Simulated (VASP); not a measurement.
# H3C18N in VASP: a series of runs

The runs below take H3C18N through single point, with PBE+D3(BJ).

Program: VASP 6.6.1. These are calculated values, not measurements. Logs are shortened: lines on timing, memory, paths and dates and some standing lists are left out, and cuts for length are marked.

### Step 1. The cell of the first run

The cell holds a slab with vacuum, 22 atoms: a = 7.398 Å, b = 7.398 Å, c = 12.000 Å, α = 90.00°, β = 90.00°, γ = 120.00°.

### Step 2. Single point, PBE+D3(BJ)

File INCAR:

```
PREC = Accurate
ENCUT = 520
EDIFF = 1E-6
ISMEAR = 0
SIGMA = 0.05
LREAL = Auto
LASPH = True
NELM = 100
ALGO = Normal
ISIF = 2
LWAVE = False
LCHARG = False
GGA = PE
IVDW = 12
NBANDS = 57
```

File KPOINTS:

```
regular mesh
0
Gamma
  2 2 1
```

File POSCAR:

```
H3C18N
1.0
    7.3980000000      0.0000000000      0.0000000000
   -3.6990000000      6.4068560000      0.0000000000
    0.0000000000      0.0000000000     12.0000000000
C N H
18 1 3
Direct
    0.0083327901     -0.0007234438      0.0617202500
    0.2318301865      0.1109853257      0.0613590000
    0.0082686137      0.3345461487      0.0615875833
    0.2318715222      0.4463680782      0.0618206667
    0.0103070197      0.6679681891      0.0614035833
    0.2298833074      0.7777320108      0.0612780000
    0.3416291869      0.0012202553      0.0606727500
    0.5652541010      0.1130105000      0.0600682500
    0.3436020864      0.3345996851      0.0615385000
    0.5632233737      0.4444137655      0.0610721667
    0.3416679626      0.6659114861      0.0615102500
    0.5651476934      0.7776773819      0.0613696667
    0.6769739266      0.0012906486      0.0608784167
    0.8965228030      0.1110750733      0.0615385833
    0.6750640844      0.3325815345      0.0601758333
    0.8985010990      0.4443282321      0.0610315833
    0.6749706259      0.6679588241      0.0614651667
    0.8985664569      0.7797336166      0.0615346667
    0.5388936824      0.1818019634      0.3459345833
    0.5598585037      0.2928256855      0.2887690000
    0.6642441162      0.1602622253      0.3372155000
    0.4128262119      0.0467708342      0.3185559167
```

Potentials or basis: VASP PAW PBE potentials, release 64 (C, N, H).

Command:

```bash
$ cat potpaw_PBE.64/C/POTCAR potpaw_PBE.64/N/POTCAR potpaw_PBE.64/H/POTCAR > POTCAR
$ mpirun -np 1 vasp_std > vasp.out
```

OUTCAR:

```text
PREC = Accurate
   ENCUT = 520
   EDIFF = 1E-6
   ISMEAR = 0
   LREAL = Auto
   LASPH = True
   NELM = 100
   ISIF = 2
   GGA = PE
   IVDW = 12
 IVDW          = 12

 ion  position               nearest neighbor table
   1  0.008  0.999  0.062-  18 1.41   2 1.43  14 1.43
   2  0.232  0.111  0.061-   7 1.41   1 1.43   9 1.43
   3  0.008  0.335  0.062-  16 1.41  14 1.43   4 1.43
   4  0.232  0.446  0.062-  11 1.41   9 1.43   3 1.43
   5  0.010  0.668  0.061-   6 1.41  18 1.43  16 1.43
   6  0.230  0.778  0.061-   5 1.41   7 1.43  11 1.43
[... 11 lines left out ...]
  18  0.899  0.780  0.062-   1 1.41   5 1.43  17 1.43
  19  0.539  0.182  0.346-  20 1.02  22 1.02  21 1.02
  20  0.560  0.293  0.289-  19 1.02
  21  0.664  0.160  0.337-  19 1.02
  22  0.413  0.047  0.319-  19 1.02

  LATTYP: Found a hexagonal cell.
 ALAT       =     7.3980000000
 C/A-ratio  =     1.6220600162

  Lattice vectors:

 A1 = (   7.3980000000,   0.0000000000,   0.0000000000)
 A2 = (  -3.6990000000,   6.4068560000,   0.0000000000)
 A3 = (   0.0000000000,   0.0000000000,  12.0000000000)

Analysis of symmetry for initial positions (statically):
=====================================================================
 Subroutine PRICEL returns:
 Original cell was already a primitive cell.

 Routine SETGRP: Setting up the symmetry group for a
 hexagonal supercell.

 Subroutine GETGRP returns: Found  1 space group operations
 (whereof  1 operations were pure point group operations)
 out of a pool of 24 trial point group operations.

The static configuration has the point symmetry C_1 .

Analysis of symmetry for dynamics (positions and initial velocities):
=====================================================================
 Subroutine PRICEL returns:
 Original cell was already a primitive cell.

 Routine SETGRP: Setting up the symmetry group for a
 hexagonal supercell.

 Subroutine GETGRP returns: Found  1 space group operations
 (whereof  1 operations were pure point group operations)
 out of a pool of 24 trial point group operations.

The dynamic configuration has the point symmetry C_1 .

 Subroutine INISYM returns: Found  1 space group operations
 (whereof  1 operations are pure point group operations),
 and found     1 'primitive' translations

----------------------------------------------------------------------------------------

                                     Primitive cell

  volume of cell :     568.7750

  direct lattice vectors                    reciprocal lattice vectors
     7.398000000  0.000000000  0.000000000     0.135171668  0.078041398  0.000000000
    -3.699000000  6.406856000  0.000000000     0.000000000  0.156082796  0.000000000
     0.000000000  0.000000000 12.000000000     0.000000000  0.000000000  0.083333333

  length of vectors
     7.398000000  7.398000054 12.000000000     0.156082797  0.156082796  0.083333333

  position of ions in fractional coordinates (direct lattice)
     0.008332790  0.999276556  0.061720250
     0.231830186  0.110985326  0.061359000
     0.008268614  0.334546149  0.061587583
     0.231871522  0.446368078  0.061820667
     0.010307020  0.667968189  0.061403583
     0.229883307  0.777732011  0.061278000
[... 14 lines left out ...]
     0.664244116  0.160262225  0.337215500
     0.412826212  0.046770834  0.318555917

  ion indices of the primitive-cell ions
   primitive index   ion index
                 1           1
                 2           2
                 3           3
                 4           4
                 5           5
                 6           6
[... 14 lines left out ...]
                21          21
                22          22

----------------------------------------------------------------------------------------

 KPOINTS: regular mesh

Automatic generation of k-mesh.
 Grid dimensions read from file:
 generate k-points for:    2    2    1

 Generating k-lattice:

  Cartesian coordinates                     Fractional coordinates (reciprocal lattice)
     0.067585834  0.039020699  0.000000000     0.500000000  0.000000000  0.000000000
     0.000000000  0.078041398  0.000000000     0.000000000  0.500000000  0.000000000
     0.000000000  0.000000000  0.083333333     0.000000000  0.000000000  1.000000000

  Length of vectors
     0.078041399  0.078041398  0.083333333

  Shift w.r.t. Gamma in fractional coordinates (k-lattice)
     0.000000000  0.000000000  0.000000000

 Subroutine IBZKPT returns following result:
 ===========================================

 Found      4 irreducible k-points:

 Following reciprocal coordinates:
            Coordinates               Weight
  0.000000  0.000000  0.000000      1.000000
  0.500000  0.000000  0.000000      1.000000
  0.000000  0.500000  0.000000      1.000000
  0.500000  0.500000  0.000000      1.000000
   k-points           NKPTS =      4   k-points in BZ     NKDIM =      4   number of bands    NBANDS=     57
   number of dos      NEDOS =    301   number of ions     NIONS =     22
   total plane-waves  NPLWV = 282240
   dimension x,y,z NGX =    56 NGY =   56 NGZ =   90
   dimension x,y,z NGXF=   112 NGYF=  112 NGZF=  180
   ions per type =              18   1   3
   NGX,Y,Z   is equivalent  to a cutoff of  12.58, 12.58, 12.47 a.u.
   NGXF,Y,Z  is equivalent  to a cutoff of  25.17, 25.17, 24.94 a.u.
 SYSTEM =  unknown system
   PREC   = accura    normal or accurate (medium, high low for compatibility)
   ISTART =      0    job   : 0-new  1-cont  2-samecut
   ICHARG =      2    charge: 1-file 2-atom 10-const
   ISPIN  =      1    spin polarized calculation?
   LNONCOLLINEAR =      F non collinear calculations
   LSORBIT =      F    spin-orbit coupling
   LASPH  =      T    aspherical Exc in radial PAW
   ENCUT  =  520.0 eV  38.22 Ry    6.18 a.u.  13.76 13.76 22.31*2*pi/ulx,y,z
   NELM   =    100;   NELMIN=  2; NELMDL= -5     # of ELM steps
   EDIFF  = 0.1E-05   stopping-criterion for ELM
   LREAL  =      T    real-space projection
   EDIFFG = 0.1E-04   stopping-criterion for IOM
   NSW    =      0    number of steps for IOM
[... 5 lines left out ...]
   TEBEG  =    0.0;   TEEND  =   0.0 temperature during run
   PSTRESS=    0.0 pullay stress
   NELECT =      80.0000    total number of electrons
   NUPDOWN=      -1.0000    fix difference up-down
   EMIN   =  10.00;   EMAX   =-10.00  energy-range for DOS
   EFERMI =   0.00;   METHOD = LEGACY
   ISMEAR =     0;   SIGMA  =   0.05  broadening in eV -4-tet -1-fermi 0-gaus
   EFERMI_NEDOS =   21; number of points for ismear=-14 and -15
   IALGO  =     38    algorithm
   IMIX   =      4    mixing-type and parameters
     AMIX     =   0.40;   BMIX     =  1.00
     AMIX_MAG =   1.60;   BMIX_MAG =  1.00
  volume/ion in A,a.u.               =      25.85       174.47
  Fermi-wavevector in a.u.,A,eV,Ry     =   0.851382  1.608879  9.862209  0.724852
  Thomas-Fermi vector in A             =   1.967507
   LORBIT       =      0    0 simple, 1 ext, 2 COOP (PROOUT), +10 PAW based schemes
   GGA     = PE    functional components
   LHFCALC =     F    Hartree Fock is set to
   AEXX    =    0.0000 exact exchange contribution
   IVDW    =    12    specifies the selected vdW correction
   LEPSILON=     F    determine dielectric tensor
   LRPA    =     F    only Hartree local field effects (RPA)
 non-spin polarized calculation
 Gauss-broadening in eV      SIGMA  =   0.05
  energy-cutoff  :      520.00
  volume of cell :      568.78
 maximum number of plane-waves:     15363
 NGX is ok and might be reduce to    56
   NGX = 27   NGY = 27   NGZ = 45

 number of electron      80.0000001 magnetization

 Free energy of the ion-electron system (eV)
  ---------------------------------------------------
  ext. energy  EPLUGINS =         0.00000000
  ---------------------------------------------------
  free energy    TOTEN  =      -185.14111115 eV

  energy without entropy =     -185.14082166  energy(sigma->0) =     -185.14096640

 E-fermi :  -1.7622     XC(G=0):  -4.1930

 val. band max:       -1.8663062027   @ k =   0.0000   0.0000   0.0000
 cond. band min:      -1.6577093779   @ k =   0.0000   0.0000   0.0000
 fundamental gap:      0.2085968248
 Fermi energy:        -1.7622313984

 k-point     1 :       0.0000    0.0000    0.0000
  band No.  band energies     occupation
      1     -21.2850      2.00000
      2     -18.7495      2.00000
      3     -18.7436      2.00000
      4     -18.7424      2.00000
      5     -18.7365      2.00000
      6     -18.6190      2.00000
[... 44 lines left out ...]
     51       3.4465      0.00000
     52       4.3379      0.00000

 k-point     2 :       0.5000    0.0000    0.0000
  band No.  band energies     occupation
      1     -20.6326      2.00000
      2     -20.6294      2.00000
      3     -19.3800      2.00000
      4     -19.2971      2.00000
      5     -18.4360      2.00000
      6     -16.8904      2.00000
[... 44 lines left out ...]
     51       4.0502      0.00000
     52       4.2183      0.00000

 k-point     3 :       0.0000    0.5000    0.0000
  band No.  band energies     occupation
      1     -20.6328      2.00000
      2     -20.6291      2.00000
      3     -19.3802      2.00000
      4     -19.2970      2.00000
      5     -18.4357      2.00000
      6     -16.8911      2.00000
[... 44 lines left out ...]
     51       4.0283      0.00000
     52       4.1892      0.00000

 k-point     4 :       0.5000    0.5000    0.0000
  band No.  band energies     occupation
      1     -20.6336      2.00000
      2     -20.6284      2.00000
      3     -19.3806      2.00000
      4     -19.2965      2.00000
      5     -18.4360      2.00000
      6     -16.8905      2.00000
[... 44 lines left out ...]
     51       4.0417      0.00000
     52       4.2216      0.00000
 [bands above 52 left out]

------------------------ aborting loop because EDIFF is reached ----------------------------------------

 Edisp (eV)   -1.76411

 E8    (eV) :    -0.5346

  FORCE on cell =-STRESS in cart. coord.  units (eV):
  Direction    XX          YY          ZZ          XY          YZ          ZX
  --------------------------------------------------------------------------------------
  -------------------------------------------------------------------------------------
  Total       1.09766     1.16085    -0.09830     0.00352    -0.03336    -0.01849
  in kB       3.09198     3.26999    -0.27689     0.00990    -0.09396    -0.05209
  external pressure =        2.03 kB  Pullay stress =        0.00 kB

 VOLUME and BASIS-vectors are now :
 -----------------------------------------------------------------------------
  energy-cutoff  :      520.00
  volume of cell :      568.78
      direct lattice vectors                 reciprocal lattice vectors
     7.398000000  0.000000000  0.000000000     0.135171668  0.078041398  0.000000000
    -3.699000000  6.406856000  0.000000000     0.000000000  0.156082796  0.000000000
     0.000000000  0.000000000 12.000000000     0.000000000  0.000000000  0.083333333

 POSITION                                       TOTAL-FORCE (eV/Angst)
 -----------------------------------------------------------------------------------
     -3.63468      6.40222      0.74064         0.001495     -0.000497     -0.003747
      1.30454      0.71107      0.73631        -0.003252     -0.007469     -0.001652
     -1.17631      2.14339      0.73905         0.002975      0.001117     -0.002662
      0.06427      2.85982      0.74185         0.006006     -0.004376     -0.015866
     -2.39456      4.27958      0.73684        -0.003771     -0.000975     -0.002788
     -1.17615      4.98282      0.73534         0.001832     -0.001044     -0.001788
[... 14 lines left out ...]
      4.32127      1.02678      4.04659         0.020277      0.010814      0.030027
      2.88108      0.29965      3.82267        -0.022970     -0.021435      0.031023
 -----------------------------------------------------------------------------------
    total drift:                                0.006156      0.015291     -0.011421

  FREE ENERGIE OF THE ION-ELECTRON SYSTEM (eV)
  ---------------------------------------------------
  free  energy   TOTEN  =      -186.9052250832 eV

  energy  without entropy=     -186.9049355967  energy(sigma->0) =     -186.90508034
```

Wall time 8.3 min (1 thread of Intel Xeon 8259CL, shared host); peak memory 0.6 GiB.

What came out:

| Property | Result |
| --- | --- |
| Free energy | -186.9052 eV |
| Largest force | 0.061 eV/Å |
| Band gap on the k mesh | 0.21 eV |
| Dispersion energy per atom | -0.080 eV |

Forces on the atoms (eV/Å):
```
C    0.001  0.000 -0.004
C   -0.003 -0.007 -0.002
C    0.003  0.001 -0.003
C    0.006 -0.004 -0.016
C   -0.004 -0.001 -0.003
C    0.002 -0.001 -0.002
C    0.018  0.006  0.009
C   -0.003  0.001 -0.004
C    0.004  0.006  0.001
C    0.006  0.008 -0.008
C   -0.001  0.000 -0.006
C   -0.003  0.001 -0.004
C   -0.011  0.000  0.003
C    0.009 -0.008 -0.006
C   -0.010  0.002  0.012
C   -0.004  0.012  0.000
C    0.003 -0.009  0.000
C   -0.002 -0.003 -0.008
N    0.009 -0.050 -0.010
H   -0.019  0.057 -0.011
H    0.020  0.011  0.030
H   -0.023 -0.021  0.031
```

Caveat: the k points lie up to 0.49 Å⁻¹ apart; there is no dipole correction, which matters where the two faces differ.

### Step 3. Single point, PBE+D3(BJ)

INCAR is that of step 2.

File KPOINTS:

```
Automatic mesh
0
Gamma
  2 2 1
```

File POSCAR:

```
H3C18N
1.0
    7.3980000000      0.0000000000      0.0000000000
   -3.6990000000      6.4068560000      0.0000000000
    0.0000000000      0.0000000000     12.0000000000
C N H
18 1 3
Direct
    0.0078747457      0.0004577908      0.0679235833
    0.2319478464      0.1121606292      0.0673040833
    0.0083396474      0.3356590190      0.0683345000
    0.2312486978      0.4471264845      0.0704086667
    0.0100199142      0.6685140106      0.0668064167
    0.2298834274      0.7784218968      0.0677462500
    0.3417916209      0.0023566941      0.0652588333
    0.5648001713      0.1139171850      0.0645244167
    0.3433416317      0.3350782349      0.0691605833
    0.5634203793      0.4450129674      0.0663449167
    0.3411905090      0.6670885064      0.0698091667
    0.5651895236      0.7791806153      0.0692008333
    0.6766098446      0.0017901136      0.0669730000
    0.8962332918      0.1114982138      0.0680003333
    0.6749464164      0.3339839385      0.0613095833
    0.8983765089      0.4455556672      0.0651750833
    0.6752107868      0.6693707491      0.0682692500
    0.8980113447      0.7805806779      0.0672549167
    0.5534780146      0.1692263725      0.2783120000
    0.5563975094      0.3034589821      0.2548846667
    0.6838387905      0.1965524120      0.3198020000
    0.4200304244      0.0704339227      0.3188630833
```

Potentials or basis: VASP PAW PBE potentials, release 64 (C, N, H).

Command:

```bash
$ cat potpaw_PBE.64/C/POTCAR potpaw_PBE.64/N/POTCAR potpaw_PBE.64/H/POTCAR > POTCAR
$ mpirun -np 1 vasp_std > vasp.out
```

It took 8.8 min on 1 thread of Intel Xeon 8259CL, shared host; peak memory 0.6 GiB.

The run converged. Its results:

```
Free energy                : -186.5499 eV
Largest force              : 0.471 eV/Å
Band gap on the k mesh     : 0.14 eV
Dispersion energy per atom : -0.083 eV
```

Forces on the atoms (eV/Å):
```
C    0.047  0.007  0.028
C   -0.018 -0.048 -0.039
C   -0.006 -0.020 -0.029
C    0.027  0.005 -0.036
C   -0.013  0.036 -0.001
C   -0.014  0.044 -0.052
C   -0.004 -0.014 -0.093
C    0.040  0.003 -0.352
C    0.018  0.048 -0.079
C   -0.020  0.022 -0.137
C    0.044  0.011 -0.050
C   -0.018 -0.042 -0.051
C   -0.052  0.054 -0.104
C    0.003  0.036 -0.021
C    0.009 -0.024 -0.021
C   -0.012 -0.021 -0.033
C   -0.017 -0.052 -0.052
C    0.037  0.002 -0.001
N   -0.113 -0.019  0.140
H    0.147 -0.242  0.377
H   -0.083  0.117  0.278
H   -0.003  0.096  0.326
```

Levels at points of the mesh, in eV from the valence-band top:
```tsv
k point	band 36	band 37	band 38	band 39	band 40	band 41	band 42	band 43	band 44	band 45
(0.00, 0.00, 0.00)	-2.99	-2.97	-1.72	-0.07	0.00	0.14	0.19	2.65	3.92	4.62
(0.50, 0.00, 0.00)	-2.64	-2.61	-2.58	-2.35	-1.44	1.72	2.50	2.53	2.59	2.61
(0.00, 0.50, 0.00)	-2.64	-2.63	-2.59	-2.36	-1.42	1.73	2.50	2.54	2.58	2.59
(0.50, 0.50, 0.00)	-2.62	-2.61	-2.58	-2.37	-1.41	1.71	2.51	2.54	2.58	2.60
```

Caveat: the k points lie up to 0.49 Å⁻¹ apart; there is no dipole correction, which matters where the two faces differ.

(Part 1 of 2 ends here.)
